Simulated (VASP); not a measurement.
# SnSe (Fm-3m) in VASP: notebook

Runs on SnSe. Level: PBEsol. Tasks: relaxation of cell and atoms, single point.

All numbers are computed with VASP 6.6.1; they aren't measurements. Logs are shortened: lines on timing, memory, paths and dates and some standing lists are left out, and cuts for length are marked.

## (1) The cell of the first run

The structure is cubic, space group Fm-3m (No. 225). Conventional cell: a = 6.020 Å, b = 6.020 Å, c = 6.020 Å, α = 90.00°, β = 90.00°, γ = 90.00°. Within 4.0 Å of Sn (site symmetry m-3m) lie 6 Se at 3.01 Å. Se (site symmetry m-3m) has 6 Sn at 3.01 Å within 4.0 Å.

## (2) Relaxation of cell and atoms, PBEsol

INCAR reads:

```
PREC = Accurate ; ENCUT = 600
EDIFF = 1E-6 ; ISMEAR = 0
SIGMA = 0.02 ; LREAL = F
LASPH = T ; NELM = 100
ALGO = Normal ; ISIF = 3
LWAVE = F ; LCHARG = F
GGA = PS ; IBRION = 2
NSW = 100 ; EDIFFG = -0.005
```

KPOINTS reads:

```
Automatic mesh
0
Gamma
  8 8 8
```

POSCAR reads:

```
SnSe
1.0
    0.0000000000      3.0100000000      3.0100000000
    3.0100000000      0.0000000000      3.0100000000
    3.0100000000      3.0100000000      0.0000000000
Sn Se
1 1
Direct
    0.0000000000      0.0000000000      0.0000000000
    0.5000000000      0.5000000000      0.5000000000
```

Potentials or basis: VASP PAW PBE potentials, release 64 (Sn_d, Se).

The run is started by

```sh
> cat potpaw_PBE.64/Sn_d/POTCAR potpaw_PBE.64/Se/POTCAR > POTCAR
> mpirun -np 1 vasp_std > vasp.out
```

OUTCAR:

```text
PREC = Accurate
   ENCUT = 600
   EDIFF = 1E-6
   ISMEAR = 0
   LREAL = F
   LASPH = T
   NELM = 100
   ISIF = 3
   GGA = PS
   IBRION = 2
   NSW = 100
   EDIFFG = -0.005

 ion  position               nearest neighbor table
   1  0.000  0.000  0.000-   2 3.01   2 3.01   2 3.01   2 3.01   2 3.01   2 3.01
   2  0.500  0.500  0.500-   1 3.01   1 3.01   1 3.01   1 3.01   1 3.01   1 3.01

  LATTYP: Found a face centered cubic cell.
 ALAT       =     6.0200000000

  Lattice vectors:

 A1 = (   0.0000000000,   3.0100000000,   3.0100000000)
 A2 = (   3.0100000000,   0.0000000000,   3.0100000000)
 A3 = (   3.0100000000,   3.0100000000,   0.0000000000)

Analysis of symmetry for initial positions (statically):
=====================================================================
 Subroutine PRICEL returns:
 Original cell was already a primitive cell.

 Routine SETGRP: Setting up the symmetry group for a
 face centered cubic supercell.

 Subroutine GETGRP returns: Found 48 space group operations
[... 9 lines left out ...]

 Routine SETGRP: Setting up the symmetry group for a
 face centered cubic supercell.

 Subroutine GETGRP returns: Found 48 space group operations
[... 11 lines left out ...]
                                     Primitive cell

  volume of cell :      54.5418

  direct lattice vectors                    reciprocal lattice vectors
     0.000000000  3.010000000  3.010000000    -0.166112957  0.166112957  0.166112957
     3.010000000  0.000000000  3.010000000     0.166112957 -0.166112957  0.166112957
     3.010000000  3.010000000  0.000000000     0.166112957  0.166112957 -0.166112957

  length of vectors
     4.256782823  4.256782823  4.256782823     0.287716081  0.287716081  0.287716081

  position of ions in fractional coordinates (direct lattice)
     0.000000000  0.000000000  0.000000000
     0.500000000  0.500000000  0.500000000

  ion indices of the primitive-cell ions
   primitive index   ion index
                 1           1
                 2           2

----------------------------------------------------------------------------------------

 KPOINTS: Automatic mesh

Automatic generation of k-mesh.
 Grid dimensions read from file:
 generate k-points for:    8    8    8

 Generating k-lattice:

  Cartesian coordinates                     Fractional coordinates (reciprocal lattice)
    -0.020764120  0.020764120  0.020764120     0.125000000  0.000000000  0.000000000
[... 73 lines left out ...]
   EFERMI =   0.00;   METHOD = LEGACY
   ISMEAR =     0;   SIGMA  =   0.02  broadening in eV -4-tet -1-fermi 0-gaus
   EFERMI_NEDOS =   21; number of points for ismear=-14 and -15
   IALGO  =     38    algorithm
   IMIX   =      4    mixing-type and parameters
     AMIX     =   0.40;   BMIX     =  1.00
     AMIX_MAG =   1.60;   BMIX_MAG =  1.00
  volume/ion in A,a.u.               =      27.27       184.03
  Fermi-wavevector in a.u.,A,eV,Ry     =   1.171768  2.214321 18.681350  1.373040
  Thomas-Fermi vector in A             =   2.308207
   LORBIT       =      0    0 simple, 1 ext, 2 COOP (PROOUT), +10 PAW based schemes
   GGA     = PS    functional components
   LHFCALC =     F    Hartree Fock is set to
   AEXX    =    0.0000 exact exchange contribution
   IVDW    =     0    specifies the selected vdW correction
   LEPSILON=     F    determine dielectric tensor
   LRPA    =     F    only Hartree local field effects (RPA)
 conjugate gradient relaxation of ions
 non-spin polarized calculation
 Gauss-broadening in eV      SIGMA  =   0.02
  energy-cutoff  :      600.00
  volume of cell :       54.54
 maximum number of plane-waves:      1841
 NGX is ok and might be reduce to    36
   NGX = 17   NGY = 17   NGZ = 17

--------------------------------------- Ionic step        1  -------------------------------------------

 number of electron      19.9999999 magnetization

 Free energy of the ion-electron system (eV)
  ---------------------------------------------------
  ext. energy  EPLUGINS =         0.00000000
  ---------------------------------------------------
  free energy    TOTEN  =        -8.97424353 eV

  energy without entropy =       -8.97424353  energy(sigma->0) =       -8.97424353

------------------------ aborting loop because EDIFF is reached ----------------------------------------

  FORCE on cell =-STRESS in cart. coord.  units (eV):
  Direction    XX          YY          ZZ          XY          YZ          ZX
  --------------------------------------------------------------------------------------
  -------------------------------------------------------------------------------------
  Total       -0.6476380     -0.6476380     -0.6476380     -0.0000000      0.0000000     -0.0000000
  in kB      -19.0245065    -19.0245065    -19.0245065     -0.0000000      0.0000000     -0.0000000
  external PRESSURE =     -19.0245065 kB  Pullay stress =       0.0000000 kB
[... 59 lines left out ...]
--------------------------------------- Ionic step        3  -------------------------------------------

 number of electron      19.9999998 magnetization

 Free energy of the ion-electron system (eV)
  ---------------------------------------------------
  ext. energy  EPLUGINS =         0.00000000
  ---------------------------------------------------
  free energy    TOTEN  =        -8.98612229 eV

  energy without entropy =       -8.98612229  energy(sigma->0) =       -8.98612229

 E-fermi :   5.8704     XC(G=0):  -9.9412

 val. band max:        5.7390702373   @ k =   0.5000   0.0000   0.0000
 cond. band min:       6.4865231490   @ k =  -0.3750   0.1250   0.0000
 fundamental gap:      0.7474529117
 Fermi energy:         5.8704442035

 k-point     1 :       0.0000    0.0000    0.0000
  band No.  band energies     occupation
      1     -15.6292      2.00000
      2     -15.6292      2.00000
      3     -15.6282      2.00000
      4     -15.6282      2.00000
      5     -15.6282      2.00000
      6      -8.2803      2.00000
      7       0.8619      2.00000
      8       3.5631      2.00000
      9       3.5631      2.00000
     10       3.5631      2.00000
     11      10.2730      0.00000
     12      10.2730      0.00000
     13      10.2730      0.00000
     14      11.6113      0.00000
[... 377 lines left out ...]
      1     -15.6459      2.00000
      2     -15.6332      2.00000
      3     -15.6225      2.00000
      4     -15.6179      2.00000
      5     -15.6116      2.00000
      6      -7.0928      2.00000
      7      -1.9753      2.00000
      8       1.9310      2.00000
      9       2.5096      2.00000
     10       5.0709      2.00000
     11       6.8253      0.00000
     12       9.0013      0.00000
     13       9.9616      0.00000
     14      12.9948      0.00000

 [... further k-points ...]
[... 5 lines left out ...]
  --------------------------------------------------------------------------------------
  -------------------------------------------------------------------------------------
  Total        0.0032657      0.0032657      0.0032657     -0.0000000     -0.0000000      0.0000000
  in kB        0.0994815      0.0994815      0.0994815     -0.0000000     -0.0000000      0.0000000
  external PRESSURE =       0.0994815 kB  Pullay stress =       0.0000000 kB
[... 17 lines left out ...]
  FREE ENERGIE OF THE ION-ELECTRON SYSTEM (eV)
  ---------------------------------------------------
  free  energy   TOTEN  =        -8.9861222922 eV

  energy  without entropy=       -8.9861222922  energy(sigma->0) =       -8.98612229

 reached required accuracy - stopping structural energy minimisation
```

OSZICAR:

```text
N       E                     dE             d eps       ncg     rms          rms(c)
DAV:   1     0.135336813982E+03    0.13534E+03   -0.11065E+04   818   0.195E+03
DAV:   2     0.415999026677E+01   -0.13118E+03   -0.12885E+03   866   0.405E+02
DAV:   3    -0.881900757916E+01   -0.12979E+02   -0.12739E+02  1064   0.106E+02
DAV:   4    -0.913701723786E+01   -0.31801E+00   -0.31792E+00   896   0.190E+01
[... 23 lines left out ...]
DAV:   3    -0.898629162777E+01    0.37146E-02   -0.12461E-02   994   0.179E+00    0.573E-02
DAV:   4    -0.898614023375E+01    0.15139E-03   -0.49755E-04   836   0.255E-01    0.187E-02
DAV:   5    -0.898612488911E+01    0.15345E-04   -0.32633E-05  1190   0.691E-02    0.101E-02
DAV:   6    -0.898612236716E+01    0.25220E-05   -0.45397E-06   836   0.344E-02    0.181E-03
DAV:   7    -0.898612229216E+01    0.75000E-07   -0.73958E-07   418   0.158E-02
   3 F= -.89861223E+01 E0= -.89861223E+01  d E =-.118788E-01
```

CONTCAR:

```text
SnSe
   1.00000000000000
     0.0000000000000000    2.9737550284740646    2.9737550284740646
     2.9737550284740646    0.0000000000000000    2.9737550284740646
     2.9737550284740646    2.9737550284740646   -0.0000000000000000
  Sn              Se
     1     1
Direct
     0.0000000000000000    0.0000000000000000    0.0000000000000000
     0.5000000000000000    0.5000000000000000    0.5000000000000000

  0.00000000E+00  0.00000000E+00  0.00000000E+00
  0.00000000E+00  0.00000000E+00  0.00000000E+00
```

Run time: 42 s. Hardware: 1 thread of AMD EPYC 9R14 (Zen 4), shared host; peak memory 0.2 GiB.

What came out:

```
Free energy                            : -8.9861 eV
Relaxed volume                         : 26.30 Å³/atom
Relaxed cell                           : a = 4.206 Å, b = 4.206 Å, c = 4.206 Å, α = 60.00°, β = 60.00°, γ = 60.00°
Space group after relaxing (to 0.05 Å) : Fm-3m (No. 225)
Energy gained by relaxing              : 5.9 meV/atom
Ionic steps                            : 3
Pressure after relaxing                : 0.0 GPa
Band gap on the k mesh                 : 0.75 eV, indirect (least direct gap 0.81 eV)
```

Step by step:
| step | energy change (eV) | largest force (eV/Å) | pressure (GPa) | volume (Å³) |
| --- | --- | --- | --- | --- |
| 1 | 0.0000 | 0.0000 | -1.90 | 54.54 |
| 2 | -0.0108 | 0.0000 | 0.63 | 52.03 |
| 3 | -0.0119 | 0.0000 | 0.01 | 52.60 |

Final structure:
```cif
data_structure
_symmetry_space_group_name_H-M 'P 1'
_symmetry_Int_Tables_number 1
_cell_length_a 4.2055
_cell_length_b 4.2055
_cell_length_c 4.2055
_cell_angle_alpha 60.000
_cell_angle_beta 60.000
_cell_angle_gamma 60.000
_cell_volume 52.60
loop_
_atom_site_label
_atom_site_type_symbol
_atom_site_fract_x
_atom_site_fract_y
_atom_site_fract_z
_atom_site_occupancy
Sn1 Sn 0.00000 0.00000 0.00000 1
Se1 Se 0.50000 0.50000 0.50000 1
```

Caveat: the PAW data sets were made with another functional, which shifts forces and pressure a little; spin-orbit coupling is left out, which moves the levels of the heavy elements.

## (3) Single point, PBEsol

This run uses another cell than the first one, of 26.27 Å³/atom, 0.963 times its volume.

INCAR reads:

```
PREC = Accurate ; ENCUT = 520
EDIFF = 1E-7 ; ISMEAR = 0
SIGMA = 0.02 ; LREAL = F
LASPH = T ; NELM = 80
ALGO = Normal ; ISIF = 2
LWAVE = F ; LCHARG = F
GGA = PS ; NBANDS = 17
```

KPOINTS reads:

```
regular mesh
0
Gamma
  8 8 8
```

POSCAR reads:

```
SnSe
1.0
    0.0000000000      2.9727546661      2.9727546661
    2.9727546661      0.0000000000      2.9727546661
    2.9727546661      2.9727546661      0.0000000000
Sn Se
1 1
Direct
    0.0000000000      0.0000000000      0.0000000000
    0.5000000000      0.5000000000      0.5000000000
```

Potentials or basis: VASP PAW PBE potentials, release 64 (Sn_d, Se).

The run is started by

```sh
> cat potpaw_PBE.64/Sn_d/POTCAR potpaw_PBE.64/Se/POTCAR > POTCAR
> mpirun -np 1 vasp_std > vasp.out
```

Wall time 24 s (1 thread of AMD EPYC 7R13 (Zen 3), shared host); peak memory 0.15 GiB.

Results (log left out):

```yaml
Free_energy: -8.9856 eV
Pressure: 0.0 GPa
Band_gap_on_the_k_mesh: 0.75 eV, indirect (least direct gap 0.82 eV)
```

Levels at points of the mesh, in eV from the valence-band top:
```tsv
k point	band 8	band 9	band 10	band 11	band 12	band 13
(0.00, 0.00, 0.00)	-2.18	-2.18	-2.18	4.54	4.54	4.54
(0.50, 0.00, 0.00)	-1.92	-1.92	0.00	0.82	1.30	1.30
(0.50, 0.50, 0.00)	-5.65	-3.71	-3.71	2.91	5.65	5.65
```

Caveat: the PAW data sets were made with another functional, which shifts forces and pressure a little; spin-orbit coupling is left out, which moves the levels of the heavy elements. A k mesh can miss the band edges.
